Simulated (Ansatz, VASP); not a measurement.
# Y: VASP beside Ansatz

File INCAR:

```
SYSTEM = Y
PREC = Accurate
ENCUT = 520
EDIFF = 1E-7
ISMEAR = 0
SIGMA = 0.05
LREAL = .FALSE.
LASPH = .TRUE.
NELM = 80
ALGO = Normal
ISIF = 2
LWAVE = .FALSE.
LCHARG = .FALSE.
GGA = PE
NBANDS = 12
```

KPOINTS

```
regular mesh
0
G
  6 6 6
  0 0 0
```

The input POSCAR:

```
Y
1.0
    0.0000000000      2.5429281702      2.5429281702
    2.5429281702      0.0000000000      2.5429281702
    2.5429281702      2.5429281702      0.0000000000
Y
1
Direct
    0.0000000000      0.0000000000      0.0000000000
```

Input for Ansatz:

```yaml
crystal:
  lattice:
    - [0.0, 2.5429281702, 2.5429281702]
    - [2.5429281702, 0.0, 2.5429281702]
    - [2.5429281702, 2.5429281702, 0.0]
  atoms:
    - { symbol: "Y", position: [0.0, 0.0, 0.0] }
basis:
  ecutwfc: 420
  ecutrho_ratio: 4
kpoints:
  mp_grid: { grid: [6, 6, 6] }
hamiltonian:
  xc: pbe
scf:
  occupations: { method: gaussian, width: 0.05 }
output:
  forces: true
  stress: true
  eigenvalues: true
```

Alike in both runs: task single point; functional PBE; k mesh 6 × 6 × 6; occupations gaussian, width 0.05 eV; no spin polarisation.

|  | VASP | Ansatz |
| --- | --- | --- |
| version | VASP 6.6.1 | Ansatz 0.2.0 |
| potentials or method | VASP PAW PBE potentials, release 64 (Y_sv), cutoff 520 eV | scalar-relativistic, plane waves, PAW |
| valence electrons in the cell | 11 | 11 |

Ansatz gave:

| Quantity | Value |
| --- | --- |
| pressure (GPa) | -0.7 |

Question: What did VASP give for the same quantities?

Answer: Pressure (GPa): -0.8.

The functional is the same, so the differences come from potentials, cutoffs and numerics.
